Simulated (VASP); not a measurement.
Here is a VASP 6.6.1 calculation.

Contents of POSCAR:

```
Pt
1.0
   -1.5518799051      1.5518799051      1.5518799051
    1.5518799051     -1.5518799051      1.5518799051
    1.5518799051      1.5518799051     -1.5518799051
Pt
1
Direct
    0.0000000000      0.0000000000      0.0000000000
```

Contents of INCAR.step1:

```
SYSTEM = Pt
PREC     = Accurate       ! precision mode
ENCUT    = 520            ! plane-wave cutoff, eV
EDIFF    = 1E-5           ! SCF threshold, eV
ISMEAR   = -1             ! smearing method
SIGMA    = 0.05           ! smearing width, eV
LREAL    = .FALSE.        ! projectors in reciprocal space
LASPH    = .TRUE.         ! aspherical terms in the spheres
NELM     = 80             ! most SCF steps
ALGO     = Normal         ! electronic algorithm
ISIF     = 2              ! what is computed and relaxed
LWAVE    = .TRUE.         ! write WAVECAR
LCHARG   = .FALSE.        ! write CHGCAR
GGA      = PE             ! functional
NBANDS   = 11             ! bands
```

File INCAR.step2:

```
SYSTEM = Pt
PREC     = Accurate       ! precision mode
ENCUT    = 520            ! plane-wave cutoff, eV
EDIFF    = 1E-6           ! SCF threshold, eV
ISMEAR   = -1             ! smearing method
SIGMA    = 0.05           ! smearing width, eV
LREAL    = .FALSE.        ! projectors in reciprocal space
LASPH    = .TRUE.         ! aspherical terms in the spheres
NELM     = 80             ! most SCF steps
ALGO     = Normal         ! electronic algorithm
ISIF     = 2              ! what is computed and relaxed
LWAVE    = .FALSE.        ! write WAVECAR
LCHARG   = .FALSE.        ! write CHGCAR
GGA      = PE             ! functional
LHFCALC  = .TRUE.         ! exact exchange
AEXX     = 0.25           ! exact-exchange fraction
PRECFOCK = Normal       
ISTART   = 1            
NBANDS   = 11             ! bands
```

The input KPOINTS:

```
regular mesh
0
G
  6 6 6
  0 0 0
```

Potentials or basis: VASP PAW PBE potentials, release 64 (Pt).

Launch:

```bash
$ cat potpaw_PBE.64/Pt/POTCAR > POTCAR
$ cp INCAR.step1 INCAR
$ mpirun -np 1 vasp_std > vasp.out
$ cp INCAR.step2 INCAR
$ mpirun -np 1 vasp_std > vasp.out
```

Estimate the pressure.

7.3 GPa.

Estimate the band gap on the k mesh.

zero (band 5 reaches 12.26 eV, above the bottom of band 6 at 8.52 eV).

Caveat: the k points lie up to 0.48 Å⁻¹ apart; the PAW data sets were made with another functional, which shifts forces and pressure a little; spin-orbit coupling is left out, which moves the levels of the heavy elements.
